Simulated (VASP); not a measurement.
Set up this calculation in VASP 6.6.1, as the native input.

```
Task                   : relaxation of cell and atoms
Functional             : PBE
Potentials or basis    : VASP PAW PBE potentials, release 64 (Sc_sv, Ga_d, Te, Se)
Cutoff                 : 600 eV
k mesh                 : 12 × 12 × 4
Occupations            : gaussian, width 0.1 eV
Spin                   : no spin polarisation
Dipole correction      : no
Further INCAR settings : ALGO = Normal; EDIFF = 1e-07; IBRION = 2; EDIFFG = -0.01; NSW = 100; ISIF = 3
```

The structure of ScGaTeSe2 lies in POSCAR:

```
ScGaTeSe2
1.0
    3.9022403393      0.0000000000      0.0000000000
   -1.9511201697      3.3794392655      0.0000000000
    0.0000000000      0.0000000000     10.3980957699
Sc Ga Te Se
1 1 1 2
Direct
    0.6666666667      0.3333333333      0.8062109946
    0.3333333333      0.6666666667      0.1993598042
    0.0000000000      0.0000000000      0.0013720474
    0.3333333333      0.6666666667      0.6801057685
    0.6666666667      0.3333333333      0.3129513853
```

The cell was generated, and may not be a known phase.

The input as run:

INCAR

```
SYSTEM = ScGaTeSe2
ALGO     = Normal         ! electronic algorithm
EDIFF    = 1E-7           ! SCF threshold, eV
EDIFFG   = -0.01          ! ionic threshold
ENCUT    = 600            ! plane-wave cutoff, eV
GGA      = PE             ! functional
IBRION   = 2              ! ionic algorithm
ISIF     = 3              ! what is computed and relaxed
ISMEAR   = 0              ! smearing method
LASPH    = .True.         ! aspherical terms in the spheres
LCHARG   = .False.        ! write CHGCAR
LREAL    = .False.        ! projectors in reciprocal space
LWAVE    = .False.        ! write WAVECAR
NELM     = 60             ! most SCF steps
NSW      = 100            ! ionic steps
PREC     = Accurate       ! precision mode
SIGMA    = 0.1            ! smearing width, eV
```

KPOINTS

```
k-points
0
Gamma
  12 12 4
  0 0 0
```

Potentials or basis: VASP PAW PBE potentials, release 64 (Sc_sv, Ga_d, Te, Se).

Launch:

```console
$ cat potpaw_PBE.64/Sc_sv/POTCAR potpaw_PBE.64/Ga_d/POTCAR potpaw_PBE.64/Te/POTCAR potpaw_PBE.64/Se/POTCAR > POTCAR
$ mpirun -np 1 vasp_std > vasp.out
```

Results of the run:

```
Relaxed volume                        : 27.54 Å³/atom
Relaxed cell                          : a = 3.903 Å, b = 3.903 Å, c = 10.440 Å, α = 90.00°, β = 90.00°, γ = 120.00°
Space group after relaxing (to 0.1 Å) : P3m1 (No. 156)
Energy gained by relaxing             : 0.2 meV/atom
Ionic steps                           : 9
Pressure after relaxing               : 0.0 GPa
Largest force after relaxing          : 0.009 eV/Å
Band gap on the k mesh                : zero (bands 21 and 22 overlap by 0.40 eV)
```

Caveat: semilocal functionals underestimate gaps, and a narrow one can read as zero; spin-orbit coupling is left out, which moves the levels of the heavy elements; this functional lacks dispersion, which binds layers or chains, so the pressure and a relaxed spacing across them are unreliable.

Run time: 21 min on 1 thread of Intel Xeon 8259CL, on a shared host, peak memory 0.56 GiB.
